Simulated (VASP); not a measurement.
# CaSe (F-43m) in VASP: further runs, part 2 of 2

VASP 6.6.1. Earlier steps stand in the parts before.

## Step 4: Single point, PBE-based global hybrid with 40 % exact exchange

File POSCAR:

```
CaSe
1.0
    0.0000000000      3.2795613712      3.2795613712
    3.2795613712      0.0000000000      3.2795613712
    3.2795613712      3.2795613712      0.0000000000
Ca Se
1 1
Direct
    0.0000000000      0.0000000000      0.0000000000
    0.2500000000      0.2500000000      0.2500000000
```

File INCAR.step1:

```
ALGO = Normal
EDIFF = 1E-5
ENCUT = 520
GGA = PE
ISIF = 2
ISMEAR = 0
LASPH = T
LCHARG = F
LREAL = F
LWAVE = T
NBANDS = 15
NELM = 80
PREC = Accurate
SIGMA = 0.01
```

File INCAR.step2:

```
AEXX = 0.4
ALGO = Normal
EDIFF = 1E-6
ENCUT = 520
GGA = PE
ISIF = 2
ISMEAR = 0
ISTART = 1
LASPH = T
LCHARG = F
LHFCALC = T
LREAL = F
LWAVE = F
NBANDS = 15
NELM = 80
PREC = Accurate
PRECFOCK = Normal
SIGMA = 0.01
```

File KPOINTS:

```
k-points
0
Gamma
  4 4 4
```

Potentials or basis: VASP PAW PBE potentials, release 64 (Ca_sv, Se).

Command:

```console
$ cat potpaw_PBE.64/Ca_sv/POTCAR potpaw_PBE.64/Se/POTCAR > POTCAR
$ cp INCAR.step1 INCAR
$ mpirun -np 1 vasp_std > vasp.out
$ cp INCAR.step2 INCAR
$ mpirun -np 1 vasp_std > vasp.out
```

OUTCAR:

```text
AEXX = 0.4
   EDIFF = 1E-6
   ENCUT = 520
   GGA = PE
   ISIF = 2
   ISMEAR = 0
   ISTART = 1
   LASPH = T
   LHFCALC = T
   LREAL = F
   NELM = 80
   PREC = Accurate
   PRECFOCK = Normal

 ion  position               nearest neighbor table
   1  0.000  0.000  0.000-   2 2.84   2 2.84   2 2.84   2 2.84
   2  0.250  0.250  0.250-   1 2.84   1 2.84   1 2.84   1 2.84

  LATTYP: Found a face centered cubic cell.
 ALAT       =     6.5591227424

  Lattice vectors:

 A1 = (   0.0000000000,   3.2795613712,   3.2795613712)
 A2 = (   3.2795613712,   0.0000000000,   3.2795613712)
 A3 = (   3.2795613712,   3.2795613712,   0.0000000000)

Analysis of symmetry for initial positions (statically):
=====================================================================
 Subroutine PRICEL returns:
 Original cell was already a primitive cell.

 Routine SETGRP: Setting up the symmetry group for a
 face centered cubic supercell.

 Subroutine GETGRP returns: Found 24 space group operations
 (whereof 24 operations were pure point group operations)
 out of a pool of 48 trial point group operations.
[... 166 lines left out ...]
      3     -24.4870      2.00000
      4     -24.4870      2.00000
      5     -13.9196      2.00000
      6      -2.0513      2.00000
      7      -2.0513      2.00000
      8      -2.0513      2.00000
      9       3.7935      0.00000
     10       7.0105      0.00000
     11       7.0105      0.00000
     12       9.1295      0.00000
     13       9.1295      0.00000
     14       9.1295      0.00000
[... 113 lines left out ...]
      2     -24.5435      2.00000
      3     -24.5135      2.00000
      4     -24.5072      2.00000
      5     -13.4841      2.00000
      6      -2.8333      2.00000
      7      -2.8081      2.00000
      8      -2.1556      2.00000
      9       4.6661      0.00000
     10       6.3065      0.00000
     11       7.6583      0.00000
     12       7.8874      0.00000
     13       8.8126      0.00000
     14      10.0910      0.00000
     15      10.6830      0.00000

------------------------ aborting loop because EDIFF is reached ----------------------------------------

  FORCE on cell =-STRESS in cart. coord.  units (eV):
  Direction    XX          YY          ZZ          XY          YZ          ZX
  --------------------------------------------------------------------------------------
  -------------------------------------------------------------------------------------
  Total        0.0213844      0.0213844      0.0213844      0.0000000      0.0000000     -0.0000000
  in kB        0.4856578      0.4856578      0.4856578      0.0000000      0.0000000     -0.0000000
  external PRESSURE =       0.4856578 kB  Pullay stress =       0.0000000 kB

 VOLUME and BASIS-vectors are now :
 -----------------------------------------------------------------------------
  energy-cutoff  :      520.00
  volume of cell :       70.55
      direct lattice vectors                 reciprocal lattice vectors
     0.000000000  3.279561371  3.279561371    -0.152459413  0.152459413  0.152459413
     3.279561371  0.000000000  3.279561371     0.152459413 -0.152459413  0.152459413
     3.279561371  3.279561371  0.000000000     0.152459413  0.152459413 -0.152459413

 POSITION                                       TOTAL-FORCE (eV/Angst)
 -----------------------------------------------------------------------------------
      0.00000      0.00000      0.00000         0.000000      0.000000      0.000000
      1.63978      1.63978      1.63978        -0.000000     -0.000000     -0.000000
 -----------------------------------------------------------------------------------
    total drift:                                0.000004      0.000000     -0.000003

  FREE ENERGIE OF THE ION-ELECTRON SYSTEM (eV)
  ---------------------------------------------------
  free  energy   TOTEN  =       -11.7686039516 eV

  energy  without entropy=      -11.7686039516  energy(sigma->0) =      -11.76860395
```

OSZICAR.step1:

```text
N       E                     dE             d eps       ncg     rms          rms(c)
DAV:   1     0.111024852277E+03    0.11102E+03   -0.72222E+03   240   0.939E+02
DAV:   2    -0.380914151019E+01   -0.11483E+03   -0.10868E+03   310   0.226E+02
DAV:   3    -0.891790135791E+01   -0.51088E+01   -0.50547E+01   338   0.470E+01
DAV:   4    -0.939454709637E+01   -0.47665E+00   -0.47633E+00   363   0.106E+01
DAV:   5    -0.939736383980E+01   -0.28167E-02   -0.28167E-02   324   0.103E+00    0.437E+00
DAV:   6    -0.899620119307E+01    0.40116E+00   -0.53646E-01   261   0.314E+00    0.253E+00
DAV:   7    -0.895267921876E+01    0.43522E-01   -0.22548E-01   318   0.245E+00    0.103E+00
DAV:   8    -0.896507243487E+01   -0.12393E-01   -0.28031E-02   282   0.128E+00    0.195E-01
DAV:   9    -0.896545944101E+01   -0.38701E-03   -0.24938E-03   324   0.419E-01    0.105E-01
DAV:  10    -0.896631875664E+01   -0.85932E-03   -0.76607E-04   261   0.156E-01    0.284E-02
DAV:  11    -0.896647281559E+01   -0.15406E-03   -0.25098E-04   289   0.997E-02    0.135E-02
DAV:  12    -0.896647212672E+01    0.68887E-06   -0.11978E-05   286   0.211E-02
   1 F= -.89664721E+01 E0= -.89664721E+01  d E =-.246762E-43
```

It took 12 min on 1 thread of Intel Xeon Platinum 8259CL at 2.50GHz (Skylake/Cascade Lake), shared host; peak memory 0.22 GiB.

What came out:

```
Free energy            : -11.7686 eV
Pressure               : 0.0 GPa
Band gap on the k mesh : 5.77 eV (least direct gap 5.84 eV)
```

Caveat: the PAW data sets were made with another functional, which shifts forces and pressure a little. A k mesh can miss the band edges.

## Step 5: Single point, HSE06

POSCAR is that of step 4.

File INCAR.step1:

```
PREC = Accurate
ENCUT = 520
EDIFF = 1E-5
ISMEAR = 1
SIGMA = 0.5
LREAL = False
LASPH = True
NELM = 100
ALGO = Normal
ISIF = 2
LWAVE = True
LCHARG = False
GGA = PE
NBANDS = 15
```

File INCAR.step2:

```
PREC = Accurate
ENCUT = 520
EDIFF = 1E-6
ISMEAR = 1
SIGMA = 0.5
LREAL = False
LASPH = True
NELM = 100
ALGO = Normal
ISIF = 2
LWAVE = False
LCHARG = False
GGA = PE
LHFCALC = True
HFSCREEN = 0.2079
PRECFOCK = Normal
ISTART = 1
NBANDS = 15
```

File KPOINTS:

```
regular mesh
0
Gamma
  4 4 4
```

Command:

```console
$ cat potpaw_PBE.64/Ca_sv/POTCAR potpaw_PBE.64/Se/POTCAR > POTCAR
$ cp INCAR.step1 INCAR
$ mpirun -np 1 vasp_std > vasp.out
$ cp INCAR.step2 INCAR
$ mpirun -np 1 vasp_std > vasp.out
```

Run time: 13 min. Hardware: 1 thread of Intel Xeon Platinum 8259CL at 2.50GHz (Skylake/Cascade Lake), shared host; peak memory 0.31 GiB.

The run converged. Its results:

```
Free energy            : -10.0871 eV
Pressure               : 0.3 GPa
Band gap on the k mesh : 4.09 eV (least direct gap 4.17 eV)
```

Levels at points of the mesh, in eV from the valence-band top:
```csv
k point,band 4,band 5,band 6,band 7,band 8,band 9,band 10,band 11,band 12,band 13
"(0.00, 0.00, 0.00)",-21.60,-11.31,-0.08,-0.08,-0.08,4.09,6.85,6.85,8.96,8.96
"(0.50, 0.00, 0.00)",-21.61,-11.01,-1.35,-0.01,-0.01,6.22,6.88,6.88,6.97,7.88
"(0.50, 0.50, 0.00)",-21.62,-10.91,-1.36,-0.08,-0.08,4.50,6.17,7.66,7.66,7.80
```

Caveat: the PAW data sets were made with another functional, which shifts forces and pressure a little.

## Step 6: Overview

| level | smearing | share of exact exchange | screening parameter | gap on the mesh (eV) | pressure (GPa) |
| --- | --- | --- | --- | --- | --- |
| PBE-based global hybrid with 100 % exact exchange | gaussian 0.01 eV | 1 | - | 9.91 | -0.8 |
| PBE-based screened hybrid with 30 % exact exchange | gaussian 0.01 eV | 0.3 | 0.2078 1/Å | 4.28 | 0.3 |
| PBE-based global hybrid with 40 % exact exchange | gaussian 0.01 eV | 0.4 | - | 5.77 | 0.0 |
| HSE06 | methfessel-paxton 0.5 eV | 0.25 | 0.2079 1/Å | 4.09 | 0.3 |

Alike in all rows: task single point; potentials or basis VASP PAW PBE potentials, release 64 (Ca_sv, Se); no spin polarisation; cell as given; k mesh 4 × 4 × 4; cutoff (eV) 520.

On the cell as given the gap runs from 4.09 eV (HSE06) to 9.91 eV (PBE-based global hybrid with 100 % exact exchange). The pressure there spans -0.8 GPa (PBE-based global hybrid with 100 % exact exchange) to 0.3 GPa (HSE06); a positive pressure means that this level wants a larger cell, a negative one a smaller.

Caveats: the PAW data sets were made with another functional, which shifts forces and pressure a little.

Absolute energies hang on the potentials; compare differences alone.
